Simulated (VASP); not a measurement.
Input of a VASP 6.6.1 run:

INCAR

```
SYSTEM = Be2H3
ALGO = Normal
EDIFF = 1E-6
EDIFFG = -0.04
ENCUT = 600
GGA = PE
IBRION = 2
ISIF = 3
ISMEAR = 0
LASPH = .TRUE.
LCHARG = .FALSE.
LREAL = .FALSE.
LWAVE = .FALSE.
NELM = 100
NSW = 90
PREC = Accurate
SIGMA = 0.1
```

The input KPOINTS:

```
k-points
0
G
  12 12 4
  0 0 0
```

Contents of POSCAR:

```
Be2H3
1.0
    2.4628609072      0.0000000000      0.0000000000
   -1.2314304536      2.1329001116      0.0000000000
    0.0000000000      0.0000000000      5.7469133664
Be H
2 3
Direct
    0.3333333333      0.6666666667      0.1872997257
    0.6666666667      0.3333333333      0.8127002743
    0.0000000000      0.0000000000      0.0000000000
    0.3333333333      0.6666666667      0.6818369267
    0.6666666667      0.3333333333      0.3181630733
```

Potentials or basis: VASP PAW PBE potentials, release 64 (Be, H).

Launch:

```console
$ cat potpaw_PBE.64/Be/POTCAR potpaw_PBE.64/H/POTCAR > POTCAR
$ mpirun -np 1 vasp_std > vasp.out
```

**Question.** What does it give for the relaxed volume?

**Answer.** 6.07 Å³/atom.

**Question.** Estimate the relaxed cell.

**Answer.** a = 2.470 Å, b = 2.470 Å, c = 5.741 Å, α = 90.00°, β = 90.00°, γ = 120.00°.

**Question.** Estimate the space group after relaxing (to 0.1 Å).

**Answer.** P-3m1 (No. 164).

Final structure:
```
Be H
1.0
     2.47049    0.00000    0.00000
    -1.23525    2.13951    0.00000
     0.00000    0.00000    5.74072
Be H
2 3
Direct
  0.33333 0.66667 0.19115
  0.66667 0.33333 0.80885
  0.00000 0.00000 0.00000
  0.33333 0.66667 0.68437
  0.66667 0.33333 0.31563
```
